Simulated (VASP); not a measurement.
**BaTe: single point with PBE**

The system is BaTe.

```
Ba Te
1.0
     4.29408    0.00000    0.00000
    -2.14704    3.71878    0.00000
     0.00000    0.00000    4.25454
Ba Te
1 1
Direct
  0.33333 0.66667 0.50000
  0.00000 0.00000 0.00000
```

```yaml
Program: VASP 6.6.1
Task: single point
Functional: PBE
Potentials_or_basis: VASP PAW PBE potentials, release 64 (Ba_sv, Te)
Cutoff: 520 eV
k_mesh: 6 × 6 × 4
Occupations: gaussian, width 0.1 eV
Spin: no spin polarisation
Dipole_correction: no
Further_INCAR_settings: ALGO = Normal; EDIFF = 1e-06; NBANDS = 15
```

| Quantity | Value |
| --- | --- |
| Pressure | 12.5 GPa |
| Band gap on the k mesh | 0.88 eV, direct |

Stress tensor (GPa, compression positive):
```
12.67  0.00  0.00
 0.00 12.67  0.00
 0.00  0.00 12.27
```

Levels at points of the mesh, in eV from the valence-band top:
```csv
k point,band 4,band 5,band 6,band 7,band 8,band 9,band 10,band 11,band 12,band 13
"(0.00, 0.00, 0.00)",-12.09,-10.30,-0.62,-0.62,0.00,0.88,3.53,5.11,5.11,5.25
"(0.50, 0.00, 0.00)",-11.99,-9.03,-2.81,-1.19,-0.21,1.16,4.52,5.48,5.61,6.10
"(0.00, 0.00, 0.50)",-12.03,-8.60,-3.21,-0.35,-0.35,2.96,2.96,4.30,4.30,4.79
"(0.50, 0.00, 0.50)",-12.16,-9.60,-2.09,-1.83,-1.41,2.71,4.83,6.28,6.94,7.60
```

Run time: 10 s on 1 thread of Intel(R) Xeon(R) Platinum 8488C (Sapphire Rapids), with other jobs on the host, peak memory 0.18 GiB.

Caveat: spin-orbit coupling is left out, which moves the levels of the heavy elements. Expect the measured gap to be larger: semilocal functionals such as PBE lack the derivative discontinuity.
